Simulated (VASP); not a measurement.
# ZnS (Sphalerite) (F-43m) in VASP: further runs, part 3 of 3

VASP 6.6.1. Earlier steps stand in the parts before.

## (5) Single point, PBE (volume scaled by 0.96, then relaxed in part)

Contents of INCAR:

```
ALGO     = Normal         # electronic algorithm
EDIFF    = 1E-7           # SCF threshold, eV
ENCUT    = 520            # plane-wave cutoff, eV
GGA      = PE             # functional
ISIF     = 2              # what is computed and relaxed
ISMEAR   = -1             # smearing method
LASPH    = True           # aspherical terms in the spheres
LCHARG   = False          # write CHGCAR
LREAL    = False          # projectors in reciprocal space
LWAVE    = False          # write WAVECAR
NBANDS   = 16             # bands
NELM     = 80             # most SCF steps
PREC     = Accurate       # precision mode
SIGMA    = 0.02           # smearing width, eV
```

Contents of KPOINTS:

```
k-points
0
Gamma
  14 14 14
```

Contents of POSCAR:

```
ZnS
1.0
    0.0000000000      2.6706610553      2.6706610553
    2.6706610553      0.0000000000      2.6706610553
    2.6706610553      2.6706610553      0.0000000000
Zn S
1 1
Direct
    0.0000000000      0.0000000000      0.0000000000
    0.2500000000      0.2500000000      0.2500000000
```

Potentials or basis: VASP PAW PBE potentials, release 64 (Zn, S).

Started as:

```sh
$ cat potpaw_PBE.64/Zn/POTCAR potpaw_PBE.64/S/POTCAR > POTCAR
$ mpirun -np 1 vasp_std > vasp.out
```

OUTCAR:

```text
EDIFF = 1E-7
   ENCUT = 520
   GGA = PE
   ISIF = 2
   ISMEAR = -1
   LASPH = True
   LREAL = False
   NELM = 80
   PREC = Accurate

 ion  position               nearest neighbor table
   1  0.000  0.000  0.000-   2 2.31   2 2.31   2 2.31   2 2.31
   2  0.250  0.250  0.250-   1 2.31   1 2.31   1 2.31   1 2.31

  LATTYP: Found a face centered cubic cell.
 ALAT       =     5.3413221106

  Lattice vectors:

 A1 = (   0.0000000000,   2.6706610553,   2.6706610553)
 A2 = (   2.6706610553,   0.0000000000,   2.6706610553)
 A3 = (   2.6706610553,   2.6706610553,   0.0000000000)

Analysis of symmetry for initial positions (statically):
=====================================================================
 Subroutine PRICEL returns:
 Original cell was already a primitive cell.

 Routine SETGRP: Setting up the symmetry group for a
 face centered cubic supercell.

 Subroutine GETGRP returns: Found 24 space group operations
 (whereof 24 operations were pure point group operations)
 out of a pool of 48 trial point group operations.

The static configuration has the point symmetry T_d .

Analysis of symmetry for dynamics (positions and initial velocities):
=====================================================================
 Subroutine PRICEL returns:
 Original cell was already a primitive cell.

 Routine SETGRP: Setting up the symmetry group for a
 face centered cubic supercell.

 Subroutine GETGRP returns: Found 24 space group operations
 (whereof 24 operations were pure point group operations)
 out of a pool of 48 trial point group operations.

The dynamic configuration has the point symmetry T_d .

 Subroutine INISYM returns: Found 24 space group operations
 (whereof 24 operations are pure point group operations),
 and found     1 'primitive' translations

----------------------------------------------------------------------------------------

                                     Primitive cell

  volume of cell :      38.0966

  direct lattice vectors                    reciprocal lattice vectors
     0.000000000  2.670661055  2.670661055    -0.187219565  0.187219565  0.187219565
     2.670661055  0.000000000  2.670661055     0.187219565 -0.187219565  0.187219565
     2.670661055  2.670661055  0.000000000     0.187219565  0.187219565 -0.187219565

  length of vectors
     3.776885085  3.776885085  3.776885085     0.324273798  0.324273798  0.324273798

  position of ions in fractional coordinates (direct lattice)
     0.000000000  0.000000000  0.000000000
     0.250000000  0.250000000  0.250000000

  ion indices of the primitive-cell ions
   primitive index   ion index
                 1           1
                 2           2

----------------------------------------------------------------------------------------

 KPOINTS: k-points

Automatic generation of k-mesh.
 Grid dimensions read from file:
 generate k-points for:   14   14   14

 Generating k-lattice:

  Cartesian coordinates                     Fractional coordinates (reciprocal lattice)
    -0.013372826  0.013372826  0.013372826     0.071428571  0.000000000  0.000000000
     0.013372826 -0.013372826  0.013372826     0.000000000  0.071428571  0.000000000
     0.013372826  0.013372826 -0.013372826     0.000000000  0.000000000  0.071428571

  Length of vectors
     0.023162414  0.023162414  0.023162414

  Shift w.r.t. Gamma in fractional coordinates (k-lattice)
     0.000000000  0.000000000  0.000000000

 Subroutine IBZKPT returns following result:
 ===========================================

 Found    104 irreducible k-points:

 Following reciprocal coordinates:
            Coordinates               Weight
  0.000000  0.000000  0.000000      1.000000
  0.071429  0.000000  0.000000      8.000000
  0.142857  0.000000  0.000000      8.000000
  0.214286  0.000000  0.000000      8.000000
  0.285714  0.000000  0.000000      8.000000
  0.357143  0.000000  0.000000      8.000000
[... 16 lines left out ...]
  0.214286  0.142857  0.000000     24.000000
  0.285714  0.142857  0.000000     24.000000
 [... further k-points ...]
   k-points           NKPTS =    104   k-points in BZ     NKDIM =    104   number of bands    NBANDS=     16
   number of dos      NEDOS =    301   number of ions     NIONS =      2
   total plane-waves  NPLWV =  21952
   dimension x,y,z NGX =    28 NGY =   28 NGZ =   28
   dimension x,y,z NGXF=    56 NGYF=   56 NGZF=   56
   ions per type =               1   1
   NGX,Y,Z   is equivalent  to a cutoff of  12.32, 12.32, 12.32 a.u.
   NGXF,Y,Z  is equivalent  to a cutoff of  24.65, 24.65, 24.65 a.u.
 SYSTEM =  unknown system
   PREC   = accura    normal or accurate (medium, high low for compatibility)
   ISTART =      0    job   : 0-new  1-cont  2-samecut
   ICHARG =      2    charge: 1-file 2-atom 10-const
   ISPIN  =      1    spin polarized calculation?
   LNONCOLLINEAR =      F non collinear calculations
   LSORBIT =      F    spin-orbit coupling
   LASPH  =      T    aspherical Exc in radial PAW
   ENCUT  =  520.0 eV  38.22 Ry    6.18 a.u.   7.02  7.02  7.02*2*pi/ulx,y,z
   NELM   =     80;   NELMIN=  2; NELMDL= -5     # of ELM steps
   EDIFF  = 0.1E-06   stopping-criterion for ELM
   LREAL  =      F    real-space projection
   EDIFFG = 0.1E-05   stopping-criterion for IOM
   NSW    =      0    number of steps for IOM
   IBRION =     -1    ionic relax: 0-MD 1-quasi-New 2-CG
   NFREE  =      0    steps in history (QN), initial steepest desc. (CG)
   ISIF   =      2    stress and relaxation
   ISYM   =      2    0-nonsym 1-usesym 2-fastsym
   POTIM  = 0.5000    time-step for ionic-motion
   TEBEG  =    0.0;   TEEND  =   0.0 temperature during run
   PSTRESS=    0.0 pullay stress
   NELECT =      18.0000    total number of electrons
   NUPDOWN=      -1.0000    fix difference up-down
   EMIN   =  10.00;   EMAX   =-10.00  energy-range for DOS
   EFERMI =   0.00;   METHOD = LEGACY
   ISMEAR =    -1;   SIGMA  =   0.02  broadening in eV -4-tet -1-fermi 0-gaus
   EFERMI_NEDOS =   21; number of points for ismear=-14 and -15
   IALGO  =     38    algorithm
   IMIX   =      4    mixing-type and parameters
     AMIX     =   0.40;   BMIX     =  1.00
     AMIX_MAG =   1.60;   BMIX_MAG =  1.00
  volume/ion in A,a.u.               =      19.05       128.54
  Fermi-wavevector in a.u.,A,eV,Ry     =   1.275078  2.409549 22.120692  1.625825
  Thomas-Fermi vector in A             =   2.407811
   LORBIT       =      0    0 simple, 1 ext, 2 COOP (PROOUT), +10 PAW based schemes
   GGA     = PE    functional components
   LHFCALC =     F    Hartree Fock is set to
   AEXX    =    0.0000 exact exchange contribution
   IVDW    =     0    specifies the selected vdW correction
   LEPSILON=     F    determine dielectric tensor
   LRPA    =     F    only Hartree local field effects (RPA)
 non-spin polarized calculation
  energy-cutoff  :      520.00
  volume of cell :       38.10
 maximum number of plane-waves:      1039
   NGX = 13   NGY = 13   NGZ = 13

 number of electron      18.0000018 magnetization

 Free energy of the ion-electron system (eV)
  ---------------------------------------------------
  ext. energy  EPLUGINS =         0.00000000
  ---------------------------------------------------
  free energy    TOTEN  =        -6.82029626 eV

  energy without entropy =       -6.82029626  energy(sigma->0) =       -6.82029626

 E-fermi :   2.8765     XC(G=0):  -9.7959

 val. band max:        2.4401436906   @ k =   0.0000   0.0000   0.0000
 cond. band min:       4.7098690325   @ k =   0.0000   0.0000   0.0000
 fundamental gap:      2.2697253419
 Fermi energy:         2.8765025847

 k-point     1 :       0.0000    0.0000    0.0000
  band No.  band energies     occupation
      1     -10.9508      2.00000
      2      -4.0449      2.00000
      3      -4.0449      2.00000
      4      -4.0449      2.00000
      5      -3.5042      2.00000
      6      -3.5042      2.00000
[... 8 lines left out ...]
     15      14.2424      0.00000
     16      14.5087      0.00000

 k-point     2 :       0.0714    0.0000    0.0000
  band No.  band energies     occupation
      1     -10.9095      2.00000
      2      -4.0464      2.00000
      3      -4.0372      2.00000
      4      -4.0372      2.00000
      5      -3.5050      2.00000
      6      -3.5050      2.00000
[... 8 lines left out ...]
     15      13.9731      0.00000
     16      14.8411      0.00000
[... 387 lines left out ...]
      5      -3.5345      2.00000
      6      -3.4816      2.00000
[... 8 lines left out ...]
     15      14.5260      0.00000
     16      16.7503      0.00000

 k-point    24 :       0.2857    0.1429    0.0000
  band No.  band energies     occupation
      1     -10.4147      2.00000
      2      -4.0609      2.00000
      3      -3.9274      2.00000
      4      -3.9245      2.00000
      5      -3.5323      2.00000
      6      -3.4743      2.00000
[... 8 lines left out ...]
     15      14.6481      0.00000
     16      16.3868      0.00000

 [... further k-points ...]
[... 5 lines left out ...]
  --------------------------------------------------------------------------------------
  -------------------------------------------------------------------------------------
  Total        1.1098909      1.1098909      1.1098909      0.0000000      0.0000000     -0.0000000
  in kB       46.6771742     46.6771742     46.6771742      0.0000000      0.0000000     -0.0000000
  external PRESSURE =      46.6771742 kB  Pullay stress =       0.0000000 kB

 VOLUME and BASIS-vectors are now :
 -----------------------------------------------------------------------------
  energy-cutoff  :      520.00
  volume of cell :       38.10
      direct lattice vectors                 reciprocal lattice vectors
     0.000000000  2.670661055  2.670661055    -0.187219565  0.187219565  0.187219565
     2.670661055  0.000000000  2.670661055     0.187219565 -0.187219565  0.187219565
     2.670661055  2.670661055  0.000000000     0.187219565  0.187219565 -0.187219565

 POSITION                                       TOTAL-FORCE (eV/Angst)
 -----------------------------------------------------------------------------------
      0.00000      0.00000      0.00000         0.000000      0.000000      0.000000
      1.33533      1.33533      1.33533        -0.000000     -0.000000     -0.000000
 -----------------------------------------------------------------------------------
    total drift:                                0.000002      0.000002      0.000001

  FREE ENERGIE OF THE ION-ELECTRON SYSTEM (eV)
  ---------------------------------------------------
  free  energy   TOTEN  =        -6.8202962588 eV

  energy  without entropy=       -6.8202962588  energy(sigma->0) =       -6.82029626
```

Wall time 2 min (1 thread of AMD EPYC 7R13, shared host); peak memory 0.17 GiB.

Results:

* Free energy: -6.8203 eV
* Pressure: 4.7 GPa
* Band gap on the k mesh: 2.27 eV, direct

 A k mesh can miss the band edges.

## (6) Single point, PBE (volume scaled by 0.98, then relaxed in part)

Contents of INCAR:

```
SYSTEM = ZnS
ALGO = Normal
EDIFF = 1E-6
ENCUT = 520
GGA = PE
ISIF = 2
ISMEAR = -1
LASPH = .True.
LCHARG = .False.
LREAL = .False.
LWAVE = .False.
NBANDS = 16
NELM = 100
PREC = Accurate
SIGMA = 0.02
```

Contents of KPOINTS:

```
k-points
0
Gamma
  14 14 14
  0 0 0
```

Contents of POSCAR:

```
ZnS
1.0
    0.0000000000      2.6890799894      2.6890799894
    2.6890799894      0.0000000000      2.6890799894
    2.6890799894      2.6890799894      0.0000000000
Zn S
1 1
Direct
    0.0000000000      0.0000000000      0.0000000000
    0.2500000000      0.2500000000      0.2500000000
```

Potentials or basis: VASP PAW PBE potentials, release 64 (Zn, S).

Started as:

```sh
$ cat potpaw_PBE.64/Zn/POTCAR potpaw_PBE.64/S/POTCAR > POTCAR
$ mpirun -np 1 vasp_std > vasp.out
```

OUTCAR:

```text
SYSTEM = ZnS
   EDIFF = 1E-6
   ENCUT = 520
   GGA = PE
   ISIF = 2
   ISMEAR = -1
   LASPH = .True.
   LREAL = .False.
   NELM = 100
   PREC = Accurate

 ion  position               nearest neighbor table
   1  0.000  0.000  0.000-   2 2.33   2 2.33   2 2.33   2 2.33
   2  0.250  0.250  0.250-   1 2.33   1 2.33   1 2.33   1 2.33

  LATTYP: Found a face centered cubic cell.
 ALAT       =     5.3781599788

  Lattice vectors:

 A1 = (   0.0000000000,   2.6890799894,   2.6890799894)
 A2 = (   2.6890799894,   0.0000000000,   2.6890799894)
 A3 = (   2.6890799894,   2.6890799894,   0.0000000000)

[... 623 lines left out ...]
      5      -3.6661      2.00000
      6      -3.6116      2.00000
[... 8 lines left out ...]
     15      14.4221      0.00000
     16      16.1052      0.00000

 [... further k-points ...]
[... 5 lines left out ...]
  --------------------------------------------------------------------------------------
  -------------------------------------------------------------------------------------
  Total        0.7058146      0.7058146      0.7058146     -0.0000000     -0.0000000     -0.0000000
  in kB       29.0777020     29.0777020     29.0777020     -0.0000000     -0.0000000     -0.0000000
  external PRESSURE =      29.0777020 kB  Pullay stress =       0.0000000 kB

 VOLUME and BASIS-vectors are now :
 -----------------------------------------------------------------------------
  energy-cutoff  :      520.00
  volume of cell :       38.89
      direct lattice vectors                 reciprocal lattice vectors
     0.000000000  2.689079989  2.689079989    -0.185937199  0.185937199  0.185937199
     2.689079989  0.000000000  2.689079989     0.185937199 -0.185937199  0.185937199
     2.689079989  2.689079989  0.000000000     0.185937199  0.185937199 -0.185937199

 POSITION                                       TOTAL-FORCE (eV/Angst)
 -----------------------------------------------------------------------------------
      0.00000      0.00000      0.00000         0.000000      0.000000      0.000000
      1.34454      1.34454      1.34454        -0.000000     -0.000000     -0.000000
 -----------------------------------------------------------------------------------
    total drift:                                0.000001      0.000001      0.000001

  FREE ENERGIE OF THE ION-ELECTRON SYSTEM (eV)
  ---------------------------------------------------
  free  energy   TOTEN  =        -6.8391031961 eV

  energy  without entropy=       -6.8391031961  energy(sigma->0) =       -6.83910320
```

OSZICAR:

```text
N       E                     dE             d eps       ncg     rms          rms(c)
DAV:   1     0.879530422140E+02    0.87953E+02   -0.88612E+03  3328   0.135E+03
DAV:   2    -0.161067596718E+01   -0.89564E+02   -0.84093E+02  3824   0.258E+02
DAV:   3    -0.720724415603E+01   -0.55966E+01   -0.55740E+01  4048   0.633E+01
DAV:   4    -0.726624112402E+01   -0.58997E-01   -0.58982E-01  4184   0.670E+00
DAV:   5    -0.726694067713E+01   -0.69955E-03   -0.69954E-03  4192   0.699E-01    0.707E+00
DAV:   6    -0.686020228354E+01    0.40674E+00   -0.73522E-01  4984   0.302E+01    0.551E+00
DAV:   7    -0.683944826957E+01    0.20754E-01   -0.25608E-01  4120   0.459E+00    0.278E+00
DAV:   8    -0.683871791804E+01    0.73035E-03   -0.52099E-03  4256   0.914E-01    0.730E-01
DAV:   9    -0.683894317461E+01   -0.22526E-03   -0.12875E-03  4152   0.283E-01    0.962E-02
DAV:  10    -0.683911148454E+01   -0.16831E-03   -0.23122E-04  4112   0.117E-01    0.407E-02
DAV:  11    -0.683910283527E+01    0.86493E-05   -0.28952E-05  3984   0.512E-02    0.792E-03
DAV:  12    -0.683910319613E+01   -0.36086E-06   -0.30575E-06  4344   0.159E-02
   1 F= -.68391032E+01 E0= -.68391032E+01  d E =-.367016E-10
```

It took 87 s on 1 thread of AMD EPYC 7R13, shared host; peak memory 0.17 GiB.

What came out:

```yaml
Free_energy: -6.8391 eV
Pressure: 2.9 GPa
Band_gap_on_the_k_mesh: 2.18 eV, direct
```

## (7) Summary

```csv
task,cell,gap on the mesh (eV),pressure (GPa)
relaxation of the atoms,"atoms relaxed from a = 3.777 Å, angles 60.0°, 2 atoms",2.27,4.7
relaxation of the atoms,"atoms relaxed from a = 3.803 Å, angles 60.0°, 2 atoms",2.18,2.9
single point,"a = 3.750 Å, angles 60.0°, 2 atoms",2.36,6.6
single point,"a = 3.777 Å, angles 60.0°, 2 atoms",2.27,4.7
single point,"a = 3.803 Å, angles 60.0°, 2 atoms",2.18,2.9
```

Alike in all rows: level PBE; potentials or basis VASP PAW PBE potentials, release 64 (Zn, S); no spin polarisation; k mesh 14 × 14 × 14; cutoff (eV) 520; smearing fermi-dirac 0.02 eV.

Caveats: the relaxation stopped at its first step, so nothing moved (some runs).

Absolute energies hang on the potentials; compare differences alone.
